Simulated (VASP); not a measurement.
# CsPbBr3 (R-3m) in VASP: notebook

Runs on CsPbBr3. Level: PBEsol. Tasks: single point.

Program: VASP 6.6.1. These are calculated values, not measurements. Logs are shortened: lines on timing, memory, paths and dates and some standing lists are left out, and cuts for length are marked.

## Step 1: The cell of the first run

Symmetry: R-3m, No. 166, trigonal system. The conventional cell has a = 6.956 Å, b = 6.956 Å, c = 14.482 Å, α = 90.00°, β = 90.00°, γ = 120.00°. Within 4.7 Å of Cs (site symmetry -3m) lie 6 Br at 3.48 Å and 6 Pb at 4.69 Å. Within 4.1 Å of Pb (site symmetry -3m) lie 6 Br at 3.14 Å. Br (site symmetry 2/m) has 2 Pb at 3.14 Å and 4 Br at 3.48 Å and 2 Cs at 3.48 Å within 4.1 Å.

## Step 2: Single point, PBEsol

Contents of INCAR:

```
ALGO     = Normal         # electronic algorithm
EDIFF    = 1E-6           # SCF threshold, eV
ENCUT    = 520            # plane-wave cutoff, eV
GGA      = PS             # functional
ISIF     = 2              # what is computed and relaxed
ISMEAR   = 0              # smearing method
LASPH    = True           # aspherical terms in the spheres
LCHARG   = False          # write CHGCAR
LREAL    = False          # projectors in reciprocal space
LWAVE    = False          # write WAVECAR
NBANDS   = 30             # bands
NELM     = 100            # most SCF steps
PREC     = Accurate       # precision mode
SIGMA    = 0.05           # smearing width, eV
```

Contents of KPOINTS:

```
k-points
0
Gamma
  6 6 6
```

Contents of POSCAR:

```
CsPbBr3
1.0
    6.0659980096      1.1476212451      1.1476212451
    1.1476212451      6.0659980096      1.1476212451
    1.1476212451      1.1476212451      6.0659980096
Cs Pb Br
1 1 3
Direct
    0.0000000000      0.0000000000      0.0000000000
    0.5000000000      0.5000000000      0.5000000000
    0.0000000000      0.5000000000      0.5000000000
    0.5000000000      0.0000000000      0.5000000000
    0.5000000000      0.5000000000      0.0000000000
```

Potentials or basis: VASP PAW PBE potentials, release 64 (Cs_sv, Pb_d, Br).

Command:

```bash
$ cat potpaw_PBE.64/Cs_sv/POTCAR potpaw_PBE.64/Pb_d/POTCAR potpaw_PBE.64/Br/POTCAR > POTCAR
$ mpirun -np 1 vasp_std > vasp.out
```

OUTCAR:

```text
EDIFF = 1E-6
   ENCUT = 520
   GGA = PS
   ISIF = 2
   ISMEAR = 0
   LASPH = True
   LREAL = False
   NELM = 100
   PREC = Accurate

 ion  position               nearest neighbor table
   1  0.000  0.000  0.000-
   2  0.500  0.500  0.500-   3 3.14   4 3.14   5 3.14   5 3.14   4 3.14   3 3.14
   3  0.000  0.500  0.500-   2 3.14   2 3.14
   4  0.500  0.000  0.500-   2 3.14   2 3.14
   5  0.500  0.500  0.000-   2 3.14   2 3.14

  LATTYP: Found a trigonal (rhomboedric) cell.
 ALAT       =     6.2793630964
 COS(alpha) =     0.3865030675

  Lattice vectors:

 A1 = (   6.0659980096,   1.1476212451,   1.1476212451)
 A2 = (   1.1476212451,   6.0659980096,   1.1476212451)
 A3 = (   1.1476212451,   1.1476212451,   6.0659980096)

Analysis of symmetry for initial positions (statically):
=====================================================================
 Subroutine PRICEL returns:
 Original cell was already a primitive cell.

 Routine SETGRP: Setting up the symmetry group for a
 trigonal (rhombohedral) supercell.

 Subroutine GETGRP returns: Found 12 space group operations
 (whereof 12 operations were pure point group operations)
 out of a pool of 12 trial point group operations.

The static configuration has the point symmetry D_3d.

Analysis of symmetry for dynamics (positions and initial velocities):
=====================================================================
 Subroutine PRICEL returns:
 Original cell was already a primitive cell.

 Routine SETGRP: Setting up the symmetry group for a
 trigonal (rhombohedral) supercell.

 Subroutine GETGRP returns: Found 12 space group operations
 (whereof 12 operations were pure point group operations)
 out of a pool of 12 trial point group operations.

The dynamic configuration has the point symmetry D_3d.

 Subroutine INISYM returns: Found 12 space group operations
 (whereof 12 operations are pure point group operations),
 and found     1 'primitive' translations

----------------------------------------------------------------------------------------

                                     Primitive cell

  volume of cell :     202.2620

  direct lattice vectors                    reciprocal lattice vectors
     6.065998010  1.147621245  1.147621245     0.175412568 -0.027906545 -0.027906545
     1.147621245  6.065998010  1.147621245    -0.027906545  0.175412568 -0.027906545
     1.147621245  1.147621245  6.065998010    -0.027906545 -0.027906545  0.175412568

  length of vectors
     6.279363096  6.279363096  6.279363096     0.179797440  0.179797440  0.179797440

  position of ions in fractional coordinates (direct lattice)
     0.000000000  0.000000000  0.000000000
     0.500000000  0.500000000  0.500000000
     0.000000000  0.500000000  0.500000000
     0.500000000  0.000000000  0.500000000
     0.500000000  0.500000000  0.000000000

  ion indices of the primitive-cell ions
   primitive index   ion index
                 1           1
                 2           2
                 3           3
                 4           4
                 5           5

----------------------------------------------------------------------------------------

 KPOINTS: k-points

Automatic generation of k-mesh.
 Grid dimensions read from file:
 generate k-points for:    6    6    6

 Generating k-lattice:

  Cartesian coordinates                     Fractional coordinates (reciprocal lattice)
     0.029235428 -0.004651091 -0.004651091     0.166666667  0.000000000  0.000000000
    -0.004651091  0.029235428 -0.004651091     0.000000000  0.166666667  0.000000000
    -0.004651091 -0.004651091  0.029235428     0.000000000  0.000000000  0.166666667

  Length of vectors
     0.029966240  0.029966240  0.029966240

  Shift w.r.t. Gamma in fractional coordinates (k-lattice)
     0.000000000  0.000000000  0.000000000

 Subroutine IBZKPT returns following result:
 ===========================================

 Found     32 irreducible k-points:

 Following reciprocal coordinates:
            Coordinates               Weight
  0.000000  0.000000  0.000000      1.000000
  0.166667 -0.000000  0.000000      6.000000
  0.333333  0.000000  0.000000      6.000000
  0.500000 -0.000000 -0.000000      3.000000
  0.166667  0.166667  0.000000      6.000000
  0.333333  0.166667  0.000000     12.000000
[... 16 lines left out ...]
  0.500000  0.500000  0.166667      6.000000
 -0.333333  0.500000  0.166667     12.000000
 [... further k-points ...]
   k-points           NKPTS =     32   k-points in BZ     NKDIM =     32   number of bands    NBANDS=     30
   number of dos      NEDOS =    301   number of ions     NIONS =      5
   total plane-waves  NPLWV = 110592
   dimension x,y,z NGX =    48 NGY =   48 NGZ =   48
   dimension x,y,z NGXF=    96 NGYF=   96 NGZF=   96
   ions per type =               1   1   3
   NGX,Y,Z   is equivalent  to a cutoff of  12.71, 12.71, 12.71 a.u.
   NGXF,Y,Z  is equivalent  to a cutoff of  25.42, 25.42, 25.42 a.u.
 SYSTEM =  unknown system
   PREC   = accura    normal or accurate (medium, high low for compatibility)
   ISTART =      0    job   : 0-new  1-cont  2-samecut
   ICHARG =      2    charge: 1-file 2-atom 10-const
   ISPIN  =      1    spin polarized calculation?
   LNONCOLLINEAR =      F non collinear calculations
   LSORBIT =      F    spin-orbit coupling
   LASPH  =      T    aspherical Exc in radial PAW
   ENCUT  =  520.0 eV  38.22 Ry    6.18 a.u.  11.68 11.68 11.68*2*pi/ulx,y,z
   NELM   =    100;   NELMIN=  2; NELMDL= -5     # of ELM steps
   EDIFF  = 0.1E-05   stopping-criterion for ELM
   LREAL  =      F    real-space projection
   EDIFFG = 0.1E-04   stopping-criterion for IOM
   NSW    =      0    number of steps for IOM
   IBRION =     -1    ionic relax: 0-MD 1-quasi-New 2-CG
   NFREE  =      0    steps in history (QN), initial steepest desc. (CG)
   ISIF   =      2    stress and relaxation
   ISYM   =      2    0-nonsym 1-usesym 2-fastsym
   POTIM  = 0.5000    time-step for ionic-motion
   TEBEG  =    0.0;   TEEND  =   0.0 temperature during run
   PSTRESS=    0.0 pullay stress
   NELECT =      44.0000    total number of electrons
   NUPDOWN=      -1.0000    fix difference up-down
   EMIN   =  10.00;   EMAX   =-10.00  energy-range for DOS
   EFERMI =   0.00;   METHOD = LEGACY
   ISMEAR =     0;   SIGMA  =   0.05  broadening in eV -4-tet -1-fermi 0-gaus
   EFERMI_NEDOS =   21; number of points for ismear=-14 and -15
   IALGO  =     38    algorithm
   IMIX   =      4    mixing-type and parameters
     AMIX     =   0.40;   BMIX     =  1.00
     AMIX_MAG =   1.60;   BMIX_MAG =  1.00
  volume/ion in A,a.u.               =      40.45       272.99
  Fermi-wavevector in a.u.,A,eV,Ry     =   0.984587  1.860600 13.189657  0.969412
  Thomas-Fermi vector in A             =   2.115831
   LORBIT       =      0    0 simple, 1 ext, 2 COOP (PROOUT), +10 PAW based schemes
   GGA     = PS    functional components
   LHFCALC =     F    Hartree Fock is set to
   AEXX    =    0.0000 exact exchange contribution
   IVDW    =     0    specifies the selected vdW correction
   LEPSILON=     F    determine dielectric tensor
   LRPA    =     F    only Hartree local field effects (RPA)
 non-spin polarized calculation
 Gauss-broadening in eV      SIGMA  =   0.05
  energy-cutoff  :      520.00
  volume of cell :      202.26
 maximum number of plane-waves:      5477
   NGX = 23   NGY = 23   NGZ = 23

 number of electron      43.9999996 magnetization

 Free energy of the ion-electron system (eV)
  ---------------------------------------------------
  ext. energy  EPLUGINS =         0.00000000
  ---------------------------------------------------
  free energy    TOTEN  =       -15.31825091 eV

  energy without entropy =      -15.31825091  energy(sigma->0) =      -15.31825091

 E-fermi :   1.1140     XC(G=0):  -7.7097

 val. band max:        0.9091641926   @ k =   0.5000   0.5000   0.5000
 cond. band min:       1.7528530121   @ k =   0.5000   0.5000   0.5000
 fundamental gap:      0.8436888195
 Fermi energy:         1.1139644687

 k-point     1 :       0.0000    0.0000    0.0000
  band No.  band energies     occupation
      1     -19.7502      2.00000
      2     -16.3765      2.00000
      3     -16.3765      2.00000
      4     -16.2889      2.00000
      5     -16.2889      2.00000
      6     -16.2405      2.00000
[... 22 lines left out ...]
     29       6.5344      0.00000
     30       6.7546      0.00000

 k-point     2 :       0.1667   -0.0000    0.0000
  band No.  band energies     occupation
      1     -19.7494      2.00000
      2     -16.3764      2.00000
      3     -16.3758      2.00000
      4     -16.2890      2.00000
      5     -16.2865      2.00000
      6     -16.2398      2.00000
[... 22 lines left out ...]
     29       6.7390      0.00000
     30       6.9907      0.00000

 k-point     3 :       0.3333    0.0000    0.0000
  band No.  band energies     occupation
      1     -19.7478      2.00000
      2     -16.3764      2.00000
      3     -16.3746      2.00000
      4     -16.2892      2.00000
      5     -16.2818      2.00000
      6     -16.2381      2.00000
[... 22 lines left out ...]
     29       7.0454      0.00000
     30       7.8109      0.00000

 k-point     4 :       0.5000   -0.0000   -0.0000
  band No.  band energies     occupation
      1     -19.7469      2.00000
      2     -16.3764      2.00000
      3     -16.3741      2.00000
      4     -16.2893      2.00000
      5     -16.2796      2.00000
      6     -16.2371      2.00000
[... 616 lines left out ...]
     29       7.2689      0.00000
     30       7.7679      0.00000

 k-point    23 :       0.5000    0.5000    0.1667
  band No.  band energies     occupation
      1     -19.7472      2.00000
      2     -16.3747      2.00000
      3     -16.3729      2.00000
      4     -16.2819      2.00000
      5     -16.2727      2.00000
      6     -16.2345      2.00000
[... 22 lines left out ...]
     29       7.2214      0.00000
     30       7.5553      0.00000

 k-point    24 :      -0.3333    0.5000    0.1667
  band No.  band energies     occupation
      1     -19.7466      2.00000
      2     -16.3749      2.00000
      3     -16.3732      2.00000
      4     -16.2826      2.00000
      5     -16.2748      2.00000
      6     -16.2351      2.00000
[... 22 lines left out ...]
     29       7.3907      0.00000
     30       7.6602      0.00000

 [... further k-points ...]

------------------------ aborting loop because EDIFF is reached ----------------------------------------

  FORCE on cell =-STRESS in cart. coord.  units (eV):
  Direction    XX          YY          ZZ          XY          YZ          ZX
  --------------------------------------------------------------------------------------
  -------------------------------------------------------------------------------------
  Total        0.3148329      0.3148329      0.3148329     -3.8380631     -3.8380631     -3.8380631
  in kB        2.4938847      2.4938847      2.4938847    -30.4024364    -30.4024364    -30.4024364
  external PRESSURE =       2.4938847 kB  Pullay stress =       0.0000000 kB

 VOLUME and BASIS-vectors are now :
 -----------------------------------------------------------------------------
  energy-cutoff  :      520.00
  volume of cell :      202.26
      direct lattice vectors                 reciprocal lattice vectors
     6.065998010  1.147621245  1.147621245     0.175412568 -0.027906545 -0.027906545
     1.147621245  6.065998010  1.147621245    -0.027906545  0.175412568 -0.027906545
     1.147621245  1.147621245  6.065998010    -0.027906545 -0.027906545  0.175412568

 POSITION                                       TOTAL-FORCE (eV/Angst)
 -----------------------------------------------------------------------------------
      0.00000      0.00000      0.00000        -0.000000     -0.000000      0.000000
      4.18062      4.18062      4.18062         0.000000      0.000000     -0.000000
      1.14762      3.60681      3.60681         0.000000     -0.000000      0.000000
      3.60681      1.14762      3.60681        -0.000000     -0.000000      0.000000
      3.60681      3.60681      1.14762        -0.000000     -0.000000      0.000000
 -----------------------------------------------------------------------------------
    total drift:                               -0.000000     -0.000000     -0.000000

  FREE ENERGIE OF THE ION-ELECTRON SYSTEM (eV)
  ---------------------------------------------------
  free  energy   TOTEN  =       -15.3182509104 eV

  energy  without entropy=      -15.3182509104  energy(sigma->0) =      -15.31825091
```

It took 2.2 min on 1 thread of AMD EPYC 9R45 (Zen 5), shared host; peak memory 0.41 GiB.

Results:

| Item | Value |
| --- | --- |
| Free energy | -15.3183 eV |
| Pressure | 0.2 GPa |
| Band gap on the k mesh | 0.84 eV |

Stress tensor (GPa, compression positive):
```
 0.25 -3.04 -3.04
-3.04  0.25 -3.04
-3.04 -3.04  0.25
```

Caveat: the PAW data sets were made with another functional, which shifts forces and pressure a little; spin-orbit coupling is left out, which moves the levels of the heavy elements.

(Continued in part 2 of 2.)
